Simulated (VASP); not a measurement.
# Zn: single point with PBEsol

Crystal: Zn.

```
Zn
1.0
     1.53111    1.53111    1.53111
    -1.53111    1.53111    1.53111
    -1.53111   -1.53111    1.53111
Zn
1
Direct
  0.00000 0.00000 0.00000
```

```json
{
 "Program": "VASP 6.6.1",
 "Task": "single point",
 "Functional": "PBEsol",
 "Potentials or basis": "VASP PAW PBE potentials, release 64 (Zn)",
 "Cutoff": "500 eV",
 "k mesh": "19 × 19 × 19",
 "Occupations": "gaussian, width 0.05 eV",
 "Spin": "no spin polarisation"
}
```

| Quantity | Value |
| --- | --- |
| Pressure | 0.4 GPa |
| Band gap on the k mesh | zero (band 6 reaches 7.30 eV, above the bottom of band 7 at 2.64 eV) |

Levels at points of the mesh, in eV from the Fermi level:
```tsv
k point	band 3	band 4	band 5	band 6	band 7	band 8	band 9	band 10
(0.00, 0.00, 0.00)	-8.06	-8.06	-7.49	-7.49	20.05	20.05	20.05	21.25
```

Wall time 20 s on 1 thread of Intel(R) Xeon(R) 6975P-C (Granite Rapids), with other jobs on the host, peak memory 0.14 GiB.

Caveat: the PAW data sets were made with another functional, which shifts forces and pressure a little.
